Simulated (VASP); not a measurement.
Input of a VASP 6.6.1 run:

INCAR

```
PREC = Accurate
ENCUT = 520
EDIFF = 1E-6
ISMEAR = 0
SIGMA = 0.1
LREAL = F
LASPH = T
NELM = 60
ALGO = Normal
ISIF = 2
LWAVE = F
LCHARG = T
GGA = PE
LELF = T
LVHAR = T
NBANDS = 56
```

File KPOINTS:

```
Automatic mesh
0
Gamma
  4 4 4
```

The input POSCAR:

```
ZnAu
1.0
    4.9353051241      0.0000000000      0.0000000000
    0.0000000000      4.9353051241      0.0000000000
    0.0000000000      0.0000000000      4.9353051241
Zn Au
4 4
Direct
    0.1340000000      0.1340000000      0.1340000000
    0.3660000000      0.8660000000      0.6340000000
    0.6340000000      0.3660000000      0.8660000000
    0.8660000000      0.6340000000      0.3660000000
    0.8445000000      0.8445000000      0.8445000000
    0.6555000000      0.1555000000      0.3445000000
    0.3445000000      0.6555000000      0.1555000000
    0.1555000000      0.3445000000      0.6555000000
```

Potentials or basis: VASP PAW PBE potentials, release 64 (Zn, Au).

Run with:

```bash
$ cat potpaw_PBE.64/Zn/POTCAR potpaw_PBE.64/Au/POTCAR > POTCAR
$ mpirun -np 1 vasp_std > vasp.out
```

Predict the band gap on the k mesh.

zero (bands 46 and 47 overlap by 2.80 eV).

What does it give for the pressure?

15.5 GPa.

Forces on the atoms (eV/Å):
```
Zn   0.799  0.799  0.799
Zn  -0.799 -0.799  0.799
Zn   0.799 -0.799 -0.799
Zn  -0.799  0.799 -0.799
Au   0.023  0.023  0.023
Au  -0.023 -0.023  0.023
Au   0.023 -0.023 -0.023
Au  -0.023  0.023 -0.023
```

Caveat: the cell stands under pressure; spin-orbit coupling is left out, which moves the levels of the heavy elements; forces of over 1 eV/Å act on the atoms, so gaps and moduli don't describe the material at rest.
